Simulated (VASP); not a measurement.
A run of VASP 6.6.1 is set up as follows.

Contents of INCAR:

```
PREC = Accurate
ENCUT = 520
EDIFF = 1E-6
ISMEAR = 0
SIGMA = 0.1
LREAL = False
LASPH = True
NELM = 100
ALGO = Normal
ISIF = 2
LWAVE = False
LCHARG = False
GGA = PE
NBANDS = 17
```

The input KPOINTS:

```
Automatic mesh
0
Gamma
  6 6 6
```

Contents of POSCAR:

```
ZrC2
1.0
    1.7785088500      1.0268225600      3.5370985600
   -1.7785088500      1.0268225600      3.5370985600
    0.0000000000     -2.0536451300      3.5370985600
Zr C
1 2
Direct
    0.0000000000      0.0000000000      0.0000000000
    0.2141036300      0.2141036300      0.2141036300
    0.7858963700      0.7858963700      0.7858963700
```

Potentials or basis: VASP PAW PBE potentials, release 64 (Zr_sv, C).

Launch:

```console
$ cat potpaw_PBE.64/Zr_sv/POTCAR potpaw_PBE.64/C/POTCAR > POTCAR
$ mpirun -np 1 vasp_std > vasp.out
```

Question: Estimate the pressure.

Answer: -8.5 GPa.

Question: Estimate the band gap on the k mesh.

Answer: Zero (band 10 reaches 8.84 eV, above the bottom of band 11 at 6.06 eV).

Question: What does it give for the largest force?

Answer: 0.586 eV/Å.

Forces in eV/Å, atoms in the order of the input:
```
Zr   0.000  0.000  0.000
C    0.000  0.000 -0.586
C    0.000  0.000  0.586
```
